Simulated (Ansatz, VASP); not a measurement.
# Au in VASP and in Ansatz

```
CELL_PARAMETERS angstrom
4.92224 0.00000 0.00000
-2.46112 4.26278 0.00000
0.00000 0.00000 2.94065
ATOMIC_POSITIONS crystal
Au 0.00000 0.00000 0.00000
Au 0.33333 0.66667 0.50000
Au 0.66667 0.33333 0.50000
```

Alike in both runs: task single point; functional PBE; k mesh 9 × 9 × 13; occupations fermi-dirac, width 0.1 eV; no spin polarisation.

```csv
,VASP,Ansatz
version,VASP 6.6.1,Ansatz 0.2.0
potentials or method,"VASP PAW PBE potentials, release 64 (Au), cutoff 520 eV","plane waves (420 eV) with PAW, scalar-relativistic"
valence electrons in the cell,33,57
```

```tsv
	VASP	Ansatz	Ansatz less VASP
pressure (GPa)	-10.8	-10.7	+0.11
traceless stress, the component that is largest in VASP (GPa)	-0.27	-0.28	-0.004
```

VASP's potentials hold 33 valence electrons a cell and Ansatz's 57, so a difference there can come from the potentials and not from the codes.

Neither program's run includes spin-orbit coupling.
